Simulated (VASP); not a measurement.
A run of VASP 6.6.1:

File INCAR:

```
  PREC = Accurate
  ENCUT = 520
  EDIFF = 1E-8
  ISMEAR = -1
  SIGMA = 0.01
  LREAL = False
  LASPH = True
  NELM = 100
  ALGO = Normal
  ISIF = 2
  LWAVE = False
  LCHARG = False
  LEFG = True
  NBANDS = 11
```

File KPOINTS:

```
regular mesh
0
Gamma
  8 8 8
```

File POSCAR:

```
MgS
1.0
    0.0000000000      2.5664882573      2.5664882573
    2.5664882573      0.0000000000      2.5664882573
    2.5664882573      2.5664882573      0.0000000000
Mg S
1 1
Direct
    0.0000000000      0.0000000000      0.0000000000
    0.5000000000      0.5000000000      0.5000000000
```

Potentials or basis: VASP PAW LDA potentials, release 64 (Mg, S).

Command:

```bash
$ cat potpaw_LDA.64/Mg/POTCAR potpaw_LDA.64/S/POTCAR > POTCAR
$ mpirun -np 1 vasp_std > vasp.out
```

Hardware: 1 thread of Intel(R) Xeon(R) 6975P-C (Granite Rapids), with other jobs on the host.

Question: How long does it take, and how much memory?

Answer: Wall time 5.4 s on 1 thread of Intel(R) Xeon(R) 6975P-C (Granite Rapids) (shared host), peak memory 0.14 GiB. Counts: scf iterations 14, k points 29.
